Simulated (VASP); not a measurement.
**Li2ICl: relaxation of cell and atoms with PBE**

Li2ICl:

```
CELL_PARAMETERS angstrom
3.84314 0.00000 0.00000
0.00000 3.84314 0.00000
0.00000 0.00000 5.43502
ATOMIC_POSITIONS crystal
Li 0.00000 0.00000 0.00000
Li 0.50000 0.50000 0.50000
I 0.50000 0.50000 0.00000
Cl 0.00000 0.00000 0.50000
```

```
Program                : VASP 6.6.1
Task                   : relaxation of cell and atoms
Functional             : PBE
Potentials or basis    : VASP PAW PBE potentials, release 64 (Li_sv, I, Cl)
Cutoff                 : 600 eV
k mesh                 : 6 × 6 × 4
Occupations            : gaussian, width 0.02 eV
Spin                   : no spin polarisation
Dipole correction      : no
Further INCAR settings : ALGO = Normal; EDIFF = 1e-06; IBRION = 2; EDIFFG = -0.005; NSW = 100; ISIF = 3
```

```
Relaxed volume                         : 22.69 Å³/atom
Relaxed cell                           : a = 4.027 Å, b = 4.027 Å, c = 5.597 Å, α = 90.00°, β = 90.00°, γ = 90.00°
Space group after relaxing (to 0.05 Å) : P4/mmm (No. 123)
Energy gained by relaxing              : 28.5 meV/atom
Ionic steps                            : 7
Pressure after relaxing                : 0.0 GPa
Band gap on the k mesh                 : 4.63 eV, direct
```

The path:
| step | energy change (eV) | largest force (eV/Å) | pressure (GPa) | volume (Å³) |
| --- | --- | --- | --- | --- |
| 1 | 0.0000 | 0.0000 | 3.83 | 80.27 |
| 2 | -0.0921 | 0.0000 | 1.46 | 85.97 |
| 3 | -0.1088 | 0.0000 | -0.60 | 93.30 |
| 4 | -0.1134 | 0.0000 | -0.07 | 91.06 |
| 5 | -0.1135 | 0.0000 | -0.01 | 90.84 |
| 6 | -0.1137 | 0.0000 | 0.00 | 90.82 |
| 7 | -0.1141 | 0.0000 | 0.01 | 90.77 |

Final structure:
```cif
data_structure
_symmetry_space_group_name_H-M 'P 1'
_symmetry_Int_Tables_number 1
_cell_length_a 4.0270
_cell_length_b 4.0270
_cell_length_c 5.5974
_cell_angle_alpha 90.000
_cell_angle_beta 90.000
_cell_angle_gamma 90.000
_cell_volume 90.77
loop_
_atom_site_label
_atom_site_type_symbol
_atom_site_fract_x
_atom_site_fract_y
_atom_site_fract_z
_atom_site_occupancy
Li1 Li 0.00000 0.00000 0.00000 1
Li2 Li 0.50000 0.50000 0.50000 1
I1 I 0.50000 0.50000 0.00000 1
Cl1 Cl 0.00000 0.00000 0.50000 1
```

Levels at points of the mesh, in eV from the valence-band top:
```tsv
k point	band 8	band 9	band 10	band 11	band 12	band 13
(0.00, 0.00, 0.00)	-0.42	-0.18	-0.18	4.63	5.48	6.16
(0.50, 0.00, 0.00)	-1.60	-1.08	-0.04	6.05	6.58	7.24
(0.50, 0.50, 0.00)	-1.37	-1.37	-1.20	4.96	6.00	6.41
(0.00, 0.00, 0.50)	-1.26	-0.51	-0.51	6.19	6.67	6.98
(0.50, 0.00, 0.50)	-0.79	-0.42	0.00	4.63	5.62	6.81
(0.50, 0.50, 0.50)	-2.22	-1.66	-1.20	6.14	7.41	7.41
```

It took 110 s on 1 thread of Intel(R) Xeon(R) Platinum 8375C CPU @ 2.90GHz (Ice Lake), with other jobs on the host, peak memory 0.24 GiB.

Caveat: the cutoff is under 1.25 times the usual one of these potentials, so pressure, stress and relaxed cells hold a basis-set (Pulay) error; spin-orbit coupling is left out, which moves the levels of the heavy elements. Expect the measured gap to be larger: semilocal functionals such as PBE lack the derivative discontinuity.
